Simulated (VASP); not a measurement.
# BiTe (Fm-3m) in VASP: notebook

BiTe is run at these levels: BLYP, PBE; tasks: single point.

Everything below comes from runs of VASP 6.6.1. Logs are shortened: lines on timing, memory, paths and dates and some standing lists are left out, and cuts for length are marked.

## (1) The cell of the first run

Symmetry: Fm-3m, No. 225, cubic system. Conventional cell: a = 6.470 Å, b = 6.470 Å, c = 6.470 Å, α = 90.00°, β = 90.00°, γ = 90.00°. Within 4.3 Å of Bi (site symmetry m-3m) lie 6 Te at 3.23 Å. Te (site symmetry m-3m) has 6 Bi at 3.23 Å within 4.3 Å.

## (2) Single point, BLYP

File INCAR:

```
PREC = Accurate
ENCUT = 520
EDIFF = 1E-6
ISMEAR = -1
SIGMA = 0.05
LREAL = F
LASPH = T
NELM = 80
ALGO = Normal
ISIF = 2
LWAVE = F
LCHARG = F
GGA = B5
ALDAX = 1.0
AGGAX = 1.0
AGGAC = 1.0
ALDAC = 0.0
NBANDS = 18
```

File KPOINTS:

```
Automatic mesh
0
Gamma
  7 7 7
```

File POSCAR:

```
BiTe
1.0
    0.0000000000      3.2350000000      3.2350000000
    3.2350000000      0.0000000000      3.2350000000
    3.2350000000      3.2350000000      0.0000000000
Bi Te
1 1
Direct
    0.0000000000      0.0000000000      0.0000000000
    0.5000000000      0.5000000000      0.5000000000
```

Potentials or basis: VASP PAW PBE potentials, release 64 (Bi_d, Te).

The run is started by

```console
cat potpaw_PBE.64/Bi_d/POTCAR potpaw_PBE.64/Te/POTCAR > POTCAR
mpirun -np 1 vasp_std > vasp.out
```

OUTCAR:

```text
PREC = Accurate
   ENCUT = 520
   EDIFF = 1E-6
   ISMEAR = -1
   LREAL = F
   LASPH = T
   NELM = 80
   ISIF = 2
   GGA = B5

 ion  position               nearest neighbor table
   1  0.000  0.000  0.000-   2 3.23   2 3.23   2 3.23   2 3.23   2 3.23   2 3.23
   2  0.500  0.500  0.500-   1 3.23   1 3.23   1 3.23   1 3.23   1 3.23   1 3.23

  LATTYP: Found a face centered cubic cell.
 ALAT       =     6.4700000000

  Lattice vectors:

 A1 = (   0.0000000000,   3.2350000000,   3.2350000000)
 A2 = (   3.2350000000,   0.0000000000,   3.2350000000)
 A3 = (   3.2350000000,   3.2350000000,   0.0000000000)

Analysis of symmetry for initial positions (statically):
=====================================================================
 Subroutine PRICEL returns:
 Original cell was already a primitive cell.

 Routine SETGRP: Setting up the symmetry group for a
 face centered cubic supercell.

 Subroutine GETGRP returns: Found 48 space group operations
 (whereof 48 operations were pure point group operations)
 out of a pool of 48 trial point group operations.

The static configuration has the point symmetry O_h .

Analysis of symmetry for dynamics (positions and initial velocities):
=====================================================================
 Subroutine PRICEL returns:
 Original cell was already a primitive cell.

 Routine SETGRP: Setting up the symmetry group for a
 face centered cubic supercell.

 Subroutine GETGRP returns: Found 48 space group operations
 (whereof 48 operations were pure point group operations)
 out of a pool of 48 trial point group operations.

The dynamic configuration has the point symmetry O_h .

 Subroutine INISYM returns: Found 48 space group operations
 (whereof 48 operations are pure point group operations),
 and found     1 'primitive' translations

----------------------------------------------------------------------------------------

                                     Primitive cell

  volume of cell :      67.7100

  direct lattice vectors                    reciprocal lattice vectors
     0.000000000  3.235000000  3.235000000    -0.154559505  0.154559505  0.154559505
     3.235000000  0.000000000  3.235000000     0.154559505 -0.154559505  0.154559505
     3.235000000  3.235000000  0.000000000     0.154559505  0.154559505 -0.154559505

  length of vectors
     4.574980874  4.574980874  4.574980874     0.267704916  0.267704916  0.267704916

  position of ions in fractional coordinates (direct lattice)
     0.000000000  0.000000000  0.000000000
     0.500000000  0.500000000  0.500000000

  ion indices of the primitive-cell ions
   primitive index   ion index
                 1           1
                 2           2

----------------------------------------------------------------------------------------

 KPOINTS: Automatic mesh

Automatic generation of k-mesh.
 Grid dimensions read from file:
 generate k-points for:    7    7    7

 Generating k-lattice:

  Cartesian coordinates                     Fractional coordinates (reciprocal lattice)
    -0.022079929  0.022079929  0.022079929     0.142857143  0.000000000  0.000000000
     0.022079929 -0.022079929  0.022079929     0.000000000  0.142857143  0.000000000
     0.022079929  0.022079929 -0.022079929     0.000000000  0.000000000  0.142857143

  Length of vectors
     0.038243559  0.038243559  0.038243559

  Shift w.r.t. Gamma in fractional coordinates (k-lattice)
     0.000000000  0.000000000  0.000000000

 Subroutine IBZKPT returns following result:
 ===========================================

 Found     20 irreducible k-points:

 Following reciprocal coordinates:
            Coordinates               Weight
  0.000000  0.000000  0.000000      1.000000
  0.142857  0.000000  0.000000      8.000000
  0.285714  0.000000  0.000000      8.000000
  0.428571  0.000000  0.000000      8.000000
  0.142857  0.142857  0.000000      6.000000
  0.285714  0.142857  0.000000     24.000000
[... 12 lines left out ...]
 -0.428571  0.428571  0.142857     24.000000
 -0.285714  0.428571  0.142857     24.000000
   k-points           NKPTS =     20   k-points in BZ     NKDIM =     20   number of bands    NBANDS=     18
   number of dos      NEDOS =    301   number of ions     NIONS =      2
   total plane-waves  NPLWV =  46656
   dimension x,y,z NGX =    36 NGY =   36 NGZ =   36
   dimension x,y,z NGXF=    72 NGYF=   72 NGZF=   72
   ions per type =               1   1
   NGX,Y,Z   is equivalent  to a cutoff of  13.08, 13.08, 13.08 a.u.
   NGXF,Y,Z  is equivalent  to a cutoff of  26.16, 26.16, 26.16 a.u.
 SYSTEM =  unknown system
   PREC   = accura    normal or accurate (medium, high low for compatibility)
   ISTART =      0    job   : 0-new  1-cont  2-samecut
   ICHARG =      2    charge: 1-file 2-atom 10-const
   ISPIN  =      1    spin polarized calculation?
   LNONCOLLINEAR =      F non collinear calculations
   LSORBIT =      F    spin-orbit coupling
   LASPH  =      T    aspherical Exc in radial PAW
   ENCUT  =  520.0 eV  38.22 Ry    6.18 a.u.   8.51  8.51  8.51*2*pi/ulx,y,z
   NELM   =     80;   NELMIN=  2; NELMDL= -5     # of ELM steps
   EDIFF  = 0.1E-05   stopping-criterion for ELM
   LREAL  =      F    real-space projection
   EDIFFG = 0.1E-04   stopping-criterion for IOM
   NSW    =      0    number of steps for IOM
   IBRION =     -1    ionic relax: 0-MD 1-quasi-New 2-CG
   NFREE  =      0    steps in history (QN), initial steepest desc. (CG)
   ISIF   =      2    stress and relaxation
   ISYM   =      2    0-nonsym 1-usesym 2-fastsym
   POTIM  = 0.5000    time-step for ionic-motion
   TEBEG  =    0.0;   TEEND  =   0.0 temperature during run
   PSTRESS=    0.0 pullay stress
   NELECT =      21.0000    total number of electrons
   NUPDOWN=      -1.0000    fix difference up-down
   EMIN   =  10.00;   EMAX   =-10.00  energy-range for DOS
   EFERMI =   0.00;   METHOD = LEGACY
   ISMEAR =    -1;   SIGMA  =   0.05  broadening in eV -4-tet -1-fermi 0-gaus
   EFERMI_NEDOS =   21; number of points for ismear=-14 and -15
   IALGO  =     38    algorithm
   IMIX   =      4    mixing-type and parameters
     AMIX     =   0.40;   BMIX     =  1.00
     AMIX_MAG =   1.60;   BMIX_MAG =  1.00
  volume/ion in A,a.u.               =      33.86       228.46
  Fermi-wavevector in a.u.,A,eV,Ry     =   1.108146  2.094092 16.707785  1.227988
  Thomas-Fermi vector in A             =   2.244669
   LORBIT       =      0    0 simple, 1 ext, 2 COOP (PROOUT), +10 PAW based schemes
   GGA     = B5    functional components
   LHFCALC =     F    Hartree Fock is set to
   AEXX    =    0.0000 exact exchange contribution
   IVDW    =     0    specifies the selected vdW correction
   LEPSILON=     F    determine dielectric tensor
   LRPA    =     F    only Hartree local field effects (RPA)
 non-spin polarized calculation
  energy-cutoff  :      520.00
  volume of cell :       67.71
 maximum number of plane-waves:      1841
 NGX is ok and might be reduce to    36
   NGX = 17   NGY = 17   NGZ = 17

 number of electron      21.0000001 magnetization

 Free energy of the ion-electron system (eV)
  ---------------------------------------------------
  ext. energy  EPLUGINS =         0.00000000
  ---------------------------------------------------
  free energy    TOTEN  =        -5.80941830 eV

  energy without entropy =       -5.78935854  energy(sigma->0) =       -5.79938842

 E-fermi :   7.1544     XC(G=0):  -8.7996

 val. band max:        7.1376835270   @ k =  -0.4286   0.1429   0.0000
 cond. band min:       7.1725799294   @ k =  -0.4286   0.1429   0.0000
 fundamental gap:      0.0348964024
 Fermi energy:         7.1543666551

 k-point     1 :       0.0000    0.0000    0.0000
  band No.  band energies     occupation
      1     -15.9640      2.00000
      2     -15.9640      2.00000
      3     -15.9563      2.00000
      4     -15.9563      2.00000
      5     -15.9563      2.00000
      6      -6.4173      2.00000
[... 10 lines left out ...]
     17      13.6494      0.00000
     18      13.9440      0.00000

 k-point     2 :       0.1429    0.0000    0.0000
  band No.  band energies     occupation
      1     -15.9647      2.00000
      2     -15.9647      2.00000
      3     -15.9559      2.00000
      4     -15.9552      2.00000
      5     -15.9552      2.00000
      6      -6.2371      2.00000
[... 10 lines left out ...]
     17      14.7168      0.00000
     18      14.8984      0.00000

 k-point     3 :       0.2857    0.0000    0.0000
  band No.  band energies     occupation
      1     -15.9665      2.00000
      2     -15.9665      2.00000
      3     -15.9551      2.00000
      4     -15.9524      2.00000
      5     -15.9524      2.00000
      6      -5.7070      2.00000
[... 10 lines left out ...]
     17      16.6329      0.00000
     18      16.9769      0.00000

 k-point     4 :       0.4286    0.0000    0.0000
  band No.  band energies     occupation
      1     -15.9681      2.00000
      2     -15.9681      2.00000
      3     -15.9544      2.00000
      4     -15.9500      2.00000
      5     -15.9500      2.00000
      6      -4.8695      2.00000
[... 291 lines left out ...]
      4     -15.9510      2.00000
      5     -15.9481      2.00000
      6      -4.5776      2.00000
[... 10 lines left out ...]
     17      16.3925      0.00000
     18      17.7223      0.00000

 k-point    19 :      -0.4286    0.4286    0.1429
  band No.  band energies     occupation
      1     -15.9752      2.00000
      2     -15.9620      2.00000
      3     -15.9570      2.00000
      4     -15.9487      2.00000
      5     -15.9463      2.00000
      6      -4.5872      2.00000
[... 10 lines left out ...]
     17      17.2047      0.00000
     18      17.6512      0.00000

 k-point    20 :      -0.2857    0.4286    0.1429
  band No.  band energies     occupation
      1     -15.9735      2.00000
      2     -15.9639      2.00000
      3     -15.9541      2.00000
      4     -15.9513      2.00000
      5     -15.9464      2.00000
      6      -4.1790      2.00000
[... 10 lines left out ...]
     17      16.6930      0.00000
     18      17.4868      0.00000

------------------------ aborting loop because EDIFF is reached ----------------------------------------

  FORCE on cell =-STRESS in cart. coord.  units (eV):
  Direction    XX          YY          ZZ          XY          YZ          ZX
  --------------------------------------------------------------------------------------
  -------------------------------------------------------------------------------------
  Total        1.9678498      1.9678498      1.9678498      0.0000000      0.0000000     -0.0000000
  in kB       46.5639365     46.5639365     46.5639365      0.0000000      0.0000000     -0.0000000
  external PRESSURE =      46.5639365 kB  Pullay stress =       0.0000000 kB

 VOLUME and BASIS-vectors are now :
 -----------------------------------------------------------------------------
  energy-cutoff  :      520.00
  volume of cell :       67.71
      direct lattice vectors                 reciprocal lattice vectors
     0.000000000  3.235000000  3.235000000    -0.154559505  0.154559505  0.154559505
     3.235000000  0.000000000  3.235000000     0.154559505 -0.154559505  0.154559505
     3.235000000  3.235000000  0.000000000     0.154559505  0.154559505 -0.154559505

 POSITION                                       TOTAL-FORCE (eV/Angst)
 -----------------------------------------------------------------------------------
      0.00000      0.00000      0.00000        -0.000000      0.000000     -0.000000
      3.23500      3.23500      3.23500         0.000000     -0.000000      0.000000
 -----------------------------------------------------------------------------------
    total drift:                               -0.000000      0.000000      0.000000

  FREE ENERGIE OF THE ION-ELECTRON SYSTEM (eV)
  ---------------------------------------------------
  free  energy   TOTEN  =        -5.8094182981 eV

  energy  without entropy=       -5.7893585374  energy(sigma->0) =       -5.79938842
```

Wall time 19 s (1 thread of Intel Xeon 6975P-C (Granite Rapids), shared host); peak memory 0.2 GiB.

What came out:

```yaml
Free_energy: -5.8094 eV
Pressure: 4.7 GPa
```

Levels at points of the mesh, in eV from the Fermi level:
```
           k point  band 6  band 7  band 8  band 9  band 10  band 11  band 12  band 13  band 14  band 15
(0.00, 0.00, 0.00)  -13.57   -8.25   -2.60   -2.60    -2.60     2.06     2.06     2.06     4.86     4.86
```

Caveat: the PAW data sets were made with another functional, which shifts forces and pressure a little; spin-orbit coupling is left out, which moves the levels of the heavy elements.

## (3) Single point, PBE

File INCAR:

```
PREC = Accurate ; ENCUT = 520
EDIFF = 1E-6 ; ISMEAR = 0
SIGMA = 0.012 ; LREAL = F
LASPH = T ; NELM = 60
ALGO = Normal ; ISIF = 2
LWAVE = F ; LCHARG = T
GGA = PE ; LELF = T
LVHAR = T ; NBANDS = 18
```

File KPOINTS:

```
regular mesh
0
Gamma
  7 7 7
```

POSCAR is that of step 2.

Potentials or basis: VASP PAW PBE potentials, release 64 (Bi_d, Te).

The run is started by

```console
cat potpaw_PBE.64/Bi_d/POTCAR potpaw_PBE.64/Te/POTCAR > POTCAR
mpirun -np 1 vasp_std > vasp.out
```

OUTCAR:

```text
PREC = Accurate
   ENCUT = 520
   EDIFF = 1E-6
   ISMEAR = 0
   LREAL = F
   LASPH = T
   NELM = 60
   ISIF = 2
   GGA = PE

 ion  position               nearest neighbor table
   1  0.000  0.000  0.000-   2 3.23   2 3.23   2 3.23   2 3.23   2 3.23   2 3.23
   2  0.500  0.500  0.500-   1 3.23   1 3.23   1 3.23   1 3.23   1 3.23   1 3.23

  LATTYP: Found a face centered cubic cell.
 ALAT       =     6.4700000000

  Lattice vectors:

 A1 = (   0.0000000000,   3.2350000000,   3.2350000000)
 A2 = (   3.2350000000,   0.0000000000,   3.2350000000)
 A3 = (   3.2350000000,   3.2350000000,   0.0000000000)

Analysis of symmetry for initial positions (statically):
=====================================================================
 Subroutine PRICEL returns:
 Original cell was already a primitive cell.

 Routine SETGRP: Setting up the symmetry group for a
 face centered cubic supercell.

 Subroutine GETGRP returns: Found 48 space group operations
 (whereof 48 operations were pure point group operations)
[... 155 lines left out ...]
  ---------------------------------------------------
  free energy    TOTEN  =        -7.14338681 eV

  energy without entropy =       -7.14259917  energy(sigma->0) =       -7.14299299

 E-fermi :   6.6868     XC(G=0):  -9.4314

 val. band max:        6.6800431649   @ k =  -0.4286   0.1429   0.0000
 cond. band min:       6.6899264712   @ k =  -0.4286   0.1429   0.0000
 fundamental gap:      0.0098833063
 Fermi energy:         6.6868307776

 k-point     1 :       0.0000    0.0000    0.0000
  band No.  band energies     occupation
      1     -16.5055      2.00000
      2     -16.5055      2.00000
      3     -16.5030      2.00000
      4     -16.5030      2.00000
      5     -16.5030      2.00000
      6      -6.8664      2.00000
[... 397 lines left out ...]
      5     -16.4932      2.00000
      6      -4.6017      2.00000
[... 10 lines left out ...]
     17      16.0377      0.00000
     18      16.8880      0.00000

------------------------ aborting loop because EDIFF is reached ----------------------------------------

  FORCE on cell =-STRESS in cart. coord.  units (eV):
  Direction    XX          YY          ZZ          XY          YZ          ZX
  --------------------------------------------------------------------------------------
  -------------------------------------------------------------------------------------
  Total        0.4126191      0.4126191      0.4126191      0.0000000      0.0000000     -0.0000000
  in kB        9.7635350      9.7635350      9.7635350      0.0000000      0.0000000     -0.0000000
  external PRESSURE =       9.7635350 kB  Pullay stress =       0.0000000 kB

 VOLUME and BASIS-vectors are now :
 -----------------------------------------------------------------------------
  energy-cutoff  :      520.00
  volume of cell :       67.71
      direct lattice vectors                 reciprocal lattice vectors
     0.000000000  3.235000000  3.235000000    -0.154559505  0.154559505  0.154559505
     3.235000000  0.000000000  3.235000000     0.154559505 -0.154559505  0.154559505
     3.235000000  3.235000000  0.000000000     0.154559505  0.154559505 -0.154559505

 POSITION                                       TOTAL-FORCE (eV/Angst)
 -----------------------------------------------------------------------------------
      0.00000      0.00000      0.00000         0.000000     -0.000000     -0.000000
      3.23500      3.23500      3.23500         0.000000      0.000000      0.000000
 -----------------------------------------------------------------------------------
    total drift:                               -0.000000      0.000000      0.000000

  FREE ENERGIE OF THE ION-ELECTRON SYSTEM (eV)
  ---------------------------------------------------
  free  energy   TOTEN  =        -7.1433868132 eV

  energy  without entropy=       -7.1425991709  energy(sigma->0) =       -7.14299299
```

Run time: 11 s. Hardware: 1 thread of Intel Xeon 6975P-C (Granite Rapids), shared host; peak memory 0.21 GiB.

Results:

- Free energy: -7.1434 eV
- Pressure: 1.0 GPa

Levels at points of the mesh, in eV from the Fermi level:
| k point | band 6 | band 7 | band 8 | band 9 | band 10 | band 11 | band 12 | band 13 | band 14 | band 15 |
| --- | --- | --- | --- | --- | --- | --- | --- | --- | --- | --- |
| (0.00, 0.00, 0.00) | -13.55 | -8.16 | -2.57 | -2.57 | -2.57 | 2.12 | 2.12 | 2.12 | 4.64 | 4.64 |

Caveat: spin-orbit coupling is left out, which moves the levels of the heavy elements.

## (4) Single point, PBE

File INCAR:

```
PREC = Accurate
ENCUT = 520
EDIFF = 1E-7
ISMEAR = 0
SIGMA = 0.013000000000000001
LREAL = F
LASPH = T
NELM = 60
ALGO = Normal
ISIF = 2
LWAVE = F
LCHARG = F
GGA = PE
NBANDS = 18
```

File KPOINTS:

```
Automatic mesh
0
Gamma
  7 7 7
```

POSCAR is that of step 3.

The run is started by

```console
cat potpaw_PBE.64/Bi_d/POTCAR potpaw_PBE.64/Te/POTCAR > POTCAR
mpirun -np 1 vasp_std > vasp.out
```

Wall time 14 s (1 thread of Intel Xeon 6975P-C (Granite Rapids), shared host); peak memory 0.2 GiB.

Results (log left out):

| Item | Value |
| --- | --- |
| Free energy | -7.1435 eV |
| Pressure | 1.0 GPa |

Levels at points of the mesh, in eV from the Fermi level:
```
           k point  band 8  band 9  band 10  band 11  band 12  band 13
(0.00, 0.00, 0.00)   -2.57   -2.57    -2.57     2.12     2.12     2.12
```

Caveat: spin-orbit coupling is left out, which moves the levels of the heavy elements.

[end of part 1 of 2]
